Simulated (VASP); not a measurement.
# HfB3 (Im-3m) in VASP: further runs

The runs below take HfB3 through single point, with PBE.

All numbers are computed with VASP 6.6.1; they aren't measurements. Logs are shortened: lines on timing, memory, paths and dates and some standing lists are left out, and cuts for length are marked.

**1. The cell of the first run**

It takes space group Im-3m (No. 229, cubic). Conventional cell: a = 4.561 Å, b = 4.561 Å, c = 4.561 Å, α = 90.00°, β = 90.00°, γ = 90.00°. Within 3.0 Å of Hf (site symmetry m-3m) lie 6 B at 2.28 Å. B (site symmetry 4/mmm) has 2 Hf at 2.28 Å and 4 B at 2.28 Å within 3.0 Å.

**2. Single point, PBE**

The input, INCAR:

```
  PREC = Accurate
  ENCUT = 520
  EDIFF = 1E-7
  ISMEAR = 0
  SIGMA = 0.1
  LREAL = F
  LASPH = T
  NELM = 60
  ALGO = Normal
  ISIF = 2
  LWAVE = F
  LCHARG = T
  GGA = PE
  LELF = T
  LVHAR = T
  NBANDS = 18
```

The input, KPOINTS:

```
Automatic mesh
0
Gamma
  6 6 6
```

The input, POSCAR:

```
HfB3
1.0
   -2.2804405000      2.2804405000      2.2804405000
    2.2804405000     -2.2804405000      2.2804405000
    2.2804405000      2.2804405000     -2.2804405000
Hf B
1 3
Direct
    0.0000000000      0.0000000000      0.0000000000
    0.0000000000      0.5000000000      0.5000000000
    0.5000000000      0.0000000000      0.5000000000
    0.5000000000      0.5000000000      0.0000000000
```

Potentials or basis: VASP PAW PBE potentials, release 64 (Hf_pv, B).

Launch:

```bash
$ cat potpaw_PBE.64/Hf_pv/POTCAR potpaw_PBE.64/B/POTCAR > POTCAR
$ mpirun -np 1 vasp_std > vasp.out
```

OUTCAR:

```text
PREC = Accurate
   ENCUT = 520
   EDIFF = 1E-7
   ISMEAR = 0
   LREAL = F
   LASPH = T
   NELM = 60
   ISIF = 2
   GGA = PE

 ion  position               nearest neighbor table
   1  0.000  0.000  0.000-   2 2.28   3 2.28   4 2.28   2 2.28   3 2.28   4 2.28
   2  0.000  0.500  0.500-   1 2.28   1 2.28
   3  0.500  0.000  0.500-   1 2.28   1 2.28
   4  0.500  0.500  0.000-   1 2.28   1 2.28

  LATTYP: Found a body centered cubic cell.
 ALAT       =     4.5608810000

  Lattice vectors:

 A1 = (  -2.2804405000,   2.2804405000,   2.2804405000)
 A2 = (   2.2804405000,  -2.2804405000,   2.2804405000)
 A3 = (   2.2804405000,   2.2804405000,  -2.2804405000)

Analysis of symmetry for initial positions (statically):
=====================================================================
 Subroutine PRICEL returns:
 Original cell was already a primitive cell.

 Routine SETGRP: Setting up the symmetry group for a
 body centered cubic supercell.

 Subroutine GETGRP returns: Found 48 space group operations
[... 9 lines left out ...]

 Routine SETGRP: Setting up the symmetry group for a
 body centered cubic supercell.

 Subroutine GETGRP returns: Found 48 space group operations
[... 11 lines left out ...]
                                     Primitive cell

  volume of cell :      47.4369

  direct lattice vectors                    reciprocal lattice vectors
    -2.280440500  2.280440500  2.280440500     0.000000000  0.219255885  0.219255885
     2.280440500 -2.280440500  2.280440500     0.219255885  0.000000000  0.219255885
     2.280440500  2.280440500 -2.280440500     0.219255885  0.219255885  0.000000000

  length of vectors
     3.949838810  3.949838810  3.949838810     0.310074646  0.310074646  0.310074646

  position of ions in fractional coordinates (direct lattice)
     0.000000000  0.000000000  0.000000000
     0.000000000  0.500000000  0.500000000
     0.500000000  0.000000000  0.500000000
     0.500000000  0.500000000  0.000000000

  ion indices of the primitive-cell ions
   primitive index   ion index
                 1           1
                 2           2
                 3           3
                 4           4

----------------------------------------------------------------------------------------

 KPOINTS: Automatic mesh

Automatic generation of k-mesh.
 Grid dimensions read from file:
 generate k-points for:    6    6    6

 Generating k-lattice:

  Cartesian coordinates                     Fractional coordinates (reciprocal lattice)
     0.000000000  0.036542647  0.036542647     0.166666667  0.000000000  0.000000000
     0.036542647  0.000000000  0.036542647     0.000000000  0.166666667  0.000000000
     0.036542647  0.036542647  0.000000000     0.000000000  0.000000000  0.166666667

  Length of vectors
     0.051679108  0.051679108  0.051679108

  Shift w.r.t. Gamma in fractional coordinates (k-lattice)
     0.000000000  0.000000000  0.000000000

 Subroutine IBZKPT returns following result:
 ===========================================

 Found     16 irreducible k-points:

 Following reciprocal coordinates:
            Coordinates               Weight
  0.000000  0.000000  0.000000      1.000000
  0.166667  0.000000  0.000000     12.000000
  0.333333  0.000000  0.000000     12.000000
  0.500000  0.000000  0.000000      6.000000
  0.166667  0.166667  0.000000     24.000000
  0.333333  0.166667  0.000000     48.000000
[... 8 lines left out ...]
  0.500000  0.500000  0.333333     12.000000
  0.500000  0.500000  0.500000      1.000000
   k-points           NKPTS =     16   k-points in BZ     NKDIM =     16   number of bands    NBANDS=     18
   number of dos      NEDOS =    301   number of ions     NIONS =      4
   total plane-waves  NPLWV =  27000
   dimension x,y,z NGX =    30 NGY =   30 NGZ =   30
   dimension x,y,z NGXF=    60 NGYF=   60 NGZF=   60
   ions per type =               1   3
   NGX,Y,Z   is equivalent  to a cutoff of  12.63, 12.63, 12.63 a.u.
   NGXF,Y,Z  is equivalent  to a cutoff of  25.25, 25.25, 25.25 a.u.
 SYSTEM =  unknown system
   PREC   = accura    normal or accurate (medium, high low for compatibility)
   ISTART =      0    job   : 0-new  1-cont  2-samecut
   ICHARG =      2    charge: 1-file 2-atom 10-const
   ISPIN  =      1    spin polarized calculation?
   LNONCOLLINEAR =      F non collinear calculations
   LSORBIT =      F    spin-orbit coupling
   LASPH  =      T    aspherical Exc in radial PAW
   ENCUT  =  520.0 eV  38.22 Ry    6.18 a.u.   7.34  7.34  7.34*2*pi/ulx,y,z
   NELM   =     60;   NELMIN=  2; NELMDL= -5     # of ELM steps
   EDIFF  = 0.1E-06   stopping-criterion for ELM
   LREAL  =      F    real-space projection
   EDIFFG = 0.1E-05   stopping-criterion for IOM
   NSW    =      0    number of steps for IOM
   IBRION =     -1    ionic relax: 0-MD 1-quasi-New 2-CG
   NFREE  =      0    steps in history (QN), initial steepest desc. (CG)
   ISIF   =      2    stress and relaxation
   ISYM   =      2    0-nonsym 1-usesym 2-fastsym
   POTIM  = 0.5000    time-step for ionic-motion
   TEBEG  =    0.0;   TEEND  =   0.0 temperature during run
   PSTRESS=    0.0 pullay stress
   NELECT =      19.0000    total number of electrons
   NUPDOWN=      -1.0000    fix difference up-down
   EMIN   =  10.00;   EMAX   =-10.00  energy-range for DOS
   EFERMI =   0.00;   METHOD = LEGACY
   ISMEAR =     0;   SIGMA  =   0.10  broadening in eV -4-tet -1-fermi 0-gaus
   EFERMI_NEDOS =   21; number of points for ismear=-14 and -15
   IALGO  =     38    algorithm
   IMIX   =      4    mixing-type and parameters
     AMIX     =   0.40;   BMIX     =  1.00
     AMIX_MAG =   1.60;   BMIX_MAG =  1.00
  volume/ion in A,a.u.               =      11.86        80.03
  Fermi-wavevector in a.u.,A,eV,Ry     =   1.206759  2.280444 19.813726  1.456268
  Thomas-Fermi vector in A             =   2.342417
   LORBIT       =      0    0 simple, 1 ext, 2 COOP (PROOUT), +10 PAW based schemes
   GGA     = PE    functional components
   LHFCALC =     F    Hartree Fock is set to
   AEXX    =    0.0000 exact exchange contribution
   IVDW    =     0    specifies the selected vdW correction
   LEPSILON=     F    determine dielectric tensor
   LRPA    =     F    only Hartree local field effects (RPA)
 non-spin polarized calculation
 Gauss-broadening in eV      SIGMA  =   0.10
  energy-cutoff  :      520.00
  volume of cell :       47.44
 maximum number of plane-waves:      1292
 NGX is ok and might be reduce to    30
   NGX = 15   NGY = 15   NGZ = 15

 number of electron      18.9999996 magnetization

 Free energy of the ion-electron system (eV)
  ---------------------------------------------------
  ext. energy  EPLUGINS =         0.00000000
  ---------------------------------------------------
  free energy    TOTEN  =       -24.96259193 eV

  energy without entropy =      -24.95688371  energy(sigma->0) =      -24.95973782

 E-fermi :   5.1344     XC(G=0): -11.3273

 val. band max:        5.0182375882   @ k =   0.1667   0.1667   0.1667
 cond. band min:       5.2224966955   @ k =  -0.3333   0.5000   0.1667
 fundamental gap:      0.2042591073
 Fermi energy:         5.1344401259

 k-point     1 :       0.0000    0.0000    0.0000
  band No.  band energies     occupation
      1     -25.2221      2.00000
      2     -25.2221      2.00000
      3     -25.2221      2.00000
      4      -6.5932      2.00000
      5       1.9120      2.00000
      6       1.9120      2.00000
[... 10 lines left out ...]
     17      12.2013      0.00000
     18      14.4459      0.00000

 k-point     2 :       0.1667    0.0000    0.0000
  band No.  band energies     occupation
      1     -25.2407      2.00000
      2     -25.2286      2.00000
      3     -25.2196      2.00000
      4      -6.1748      2.00000
      5       0.2347      2.00000
      6       1.4630      2.00000
[... 10 lines left out ...]
     17      12.6179      0.00000
     18      14.1320      0.00000

 k-point     3 :       0.3333    0.0000    0.0000
  band No.  band energies     occupation
      1     -25.2774      2.00000
      2     -25.2414      2.00000
      3     -25.2146      2.00000
      4      -5.0162      2.00000
      5      -1.6573      2.00000
      6       1.1310      2.00000
[... 10 lines left out ...]
     17      11.3625      0.00000
     18      14.0647      0.00000

 k-point     4 :       0.5000    0.0000    0.0000
  band No.  band energies     occupation
      1     -25.2956      2.00000
      2     -25.2478      2.00000
      3     -25.2120      2.00000
      4      -3.5083      2.00000
      5      -3.2848      2.00000
      6       0.7984      2.00000
[... 10 lines left out ...]
     17      11.8619      0.00000
     18      14.7645      0.00000

 k-point     5 :       0.1667    0.1667    0.0000
  band No.  band energies     occupation
      1     -25.2662      2.00000
      2     -25.2345      2.00000
      3     -25.2217      2.00000
      4      -5.3841      2.00000
      5      -0.9380      2.00000
      6       0.2239      2.00000
[... 10 lines left out ...]
     17      12.3764      0.00000
     18      13.2801      0.00000

 k-point     6 :       0.3333    0.1667    0.0000
  band No.  band energies     occupation
      1     -25.2860      2.00000
      2     -25.2496      2.00000
      3     -25.2199      2.00000
      4      -3.9915      2.00000
      5      -2.3902      2.00000
      6      -0.4562      2.00000
[... 139 lines left out ...]
 k-point    13 :      -0.3333    0.5000    0.1667
  band No.  band energies     occupation
      1     -25.2824      2.00000
      2     -25.2662      2.00000
      3     -25.2374      2.00000
      4      -3.5262      2.00000
      5      -2.5317      2.00000
      6      -0.7912      2.00000
[... 10 lines left out ...]
     17      13.1224      0.00000
     18      13.8748      0.00000

 k-point    14 :      -0.3333    0.3333    0.3333
  band No.  band energies     occupation
      1     -25.2684      2.00000
      2     -25.2636      2.00000
      3     -25.2636      2.00000
      4      -3.8524      2.00000
      5      -2.3171      2.00000
      6       0.6092      2.00000
[... 10 lines left out ...]
     17      13.6536      0.00000
     18      14.4583      0.00000

 k-point    15 :       0.5000    0.5000    0.3333
  band No.  band energies     occupation
      1     -25.2830      2.00000
      2     -25.2710      2.00000
      3     -25.2622      2.00000
      4      -3.0587      2.00000
      5      -2.8548      2.00000
      6      -0.1907      2.00000
[... 10 lines left out ...]
     17      13.1548      0.00000
     18      14.1628      0.00000

 k-point    16 :       0.5000    0.5000    0.5000
  band No.  band energies     occupation
      1     -25.2787      2.00000
      2     -25.2787      2.00000
      3     -25.2787      2.00000
      4      -2.9197      2.00000
      5      -2.9197      2.00000
      6       0.6673      2.00000
[... 10 lines left out ...]
     17      12.0340      0.00000
     18      14.7714      0.00000

------------------------ aborting loop because EDIFF is reached ----------------------------------------

  FORCE on cell =-STRESS in cart. coord.  units (eV):
  Direction    XX          YY          ZZ          XY          YZ          ZX
  --------------------------------------------------------------------------------------
  -------------------------------------------------------------------------------------
  Total       -0.3271806     -0.3271806     -0.3271806      0.0000000     -0.0000000      0.0000000
  in kB      -11.0504992    -11.0504992    -11.0504992      0.0000000     -0.0000000      0.0000000
  external PRESSURE =     -11.0504992 kB  Pullay stress =       0.0000000 kB

 VOLUME and BASIS-vectors are now :
 -----------------------------------------------------------------------------
  energy-cutoff  :      520.00
  volume of cell :       47.44
      direct lattice vectors                 reciprocal lattice vectors
    -2.280440500  2.280440500  2.280440500     0.000000000  0.219255885  0.219255885
     2.280440500 -2.280440500  2.280440500     0.219255885  0.000000000  0.219255885
     2.280440500  2.280440500 -2.280440500     0.219255885  0.219255885  0.000000000

 POSITION                                       TOTAL-FORCE (eV/Angst)
 -----------------------------------------------------------------------------------
      0.00000      0.00000      0.00000         0.000000      0.000000      0.000000
      2.28044      0.00000      0.00000         0.000000     -0.000000     -0.000000
      0.00000      2.28044      0.00000        -0.000000     -0.000000     -0.000000
      0.00000      0.00000      2.28044        -0.000000      0.000000     -0.000000
 -----------------------------------------------------------------------------------
    total drift:                               -0.000000     -0.000000      0.000000

  FREE ENERGIE OF THE ION-ELECTRON SYSTEM (eV)
  ---------------------------------------------------
  free  energy   TOTEN  =       -24.9625919300 eV

  energy  without entropy=      -24.9568837102  energy(sigma->0) =      -24.95973782
```

Wall time 12 s (1 thread of Intel Xeon Platinum 8375C at 2.90GHz (Ice Lake), shared host); peak memory 0.17 GiB.

Results:

```yaml
Free_energy: -24.9626 eV
Pressure: -1.1 GPa
```

Caveat: spin-orbit coupling is left out, which moves the levels of the heavy elements.

**3. Single point, PBE**

The input, INCAR:

```
SYSTEM = HfB3
PREC = Accurate
ENCUT = 520
EDIFF = 1E-7
ISMEAR = 0
SIGMA = 0.1
LREAL = .FALSE.
LASPH = .TRUE.
NELM = 100
ALGO = Normal
ISIF = 2
LWAVE = .FALSE.
LCHARG = .TRUE.
GGA = PE
LELF = .TRUE.
LVHAR = .TRUE.
NBANDS = 18
```

The input, KPOINTS:

```
Automatic mesh
0
G
  14 14 14
  0 0 0
```

The input, POSCAR:

```
HfB3
1.0
   -2.2790273415      2.2790273415      2.2790273415
    2.2790273415     -2.2790273415      2.2790273415
    2.2790273415      2.2790273415     -2.2790273415
Hf B
1 3
Direct
    0.0000000000      0.0000000000      0.0000000000
    0.0000000000      0.5000000000      0.5000000000
    0.5000000000      0.0000000000      0.5000000000
    0.5000000000      0.5000000000      0.0000000000
```

Potentials or basis: VASP PAW PBE potentials, release 64 (Hf_pv, B).

Launch:

```bash
$ cat potpaw_PBE.64/Hf_pv/POTCAR potpaw_PBE.64/B/POTCAR > POTCAR
$ mpirun -np 1 vasp_std > vasp.out
```

Wall time 61 s (1 thread of Intel Xeon Platinum 8375C at 2.90GHz (Ice Lake), shared host); peak memory 0.22 GiB.

The run converged. Its results:

```
Free energy : -24.9275 eV
Pressure    : 0.2 GPa
```

Levels at points of the mesh, in eV from the Fermi level:
```
           k point  band 7  band 8  band 9  band 10  band 11  band 12
(0.00, 0.00, 0.00)   -2.17   -2.17   -2.17     0.17     0.17     0.17
(0.50, 0.00, 0.00)   -3.38   -3.27   -2.44     0.34     1.47     3.09
(0.50, 0.50, 0.50)   -4.44   -4.44   -2.02     2.86     2.86     2.86
```

Caveat: spin-orbit coupling is left out, which moves the levels of the heavy elements.
